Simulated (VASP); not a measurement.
# I: single point with PBE+D3(BJ)

Crystal: I.

```xyz
1
Lattice="0.0000 2.4120 3.9865 2.2352 0.0000 3.9865 2.2352 2.4120 0.0000" Properties=species:S:1:pos:R:3 pbc="T T T"
I     0.0000    0.0000    0.0000
```

| Quantity | Value |
| --- | --- |
| Program | VASP 6.6.1 |
| Task | single point |
| Functional | PBE |
| Dispersion | D3(BJ) |
| Potentials or basis | VASP PAW PBE potentials, release 64 (I) |
| Cutoff | 520 eV |
| k mesh | 9 × 9 × 9 |
| Occupations | fermi-dirac, width 0.05 eV |
| Spin | no spin polarisation |

The pressure is -2.1 GPa and the band gap on the k mesh is zero (an odd number of electrons rules out a gap without spin polarisation). The dispersion energy per atom is -0.297 eV.

Stress tensor (GPa, compression positive):
```
-2.48  0.00  0.00
 0.00 -3.01  0.00
 0.00  0.00 -0.88
```

Levels at points of the mesh, in eV from the Fermi level:
```csv
k point,band 1,band 2,band 3,band 4,band 5,band 6,band 7,band 8
"(0.00, 0.00, 0.00)",-13.52,-1.77,0.69,0.95,4.67,7.56,8.09,12.04
```

It took 60 s on 1 thread of Intel Xeon 8259CL, on a shared host, peak memory 0.22 GiB.

Caveat: spin-orbit coupling is left out, which moves the levels of the heavy elements; an odd number of electrons without spin polarisation forces a metal; a magnetic or distorted state may lie lower.
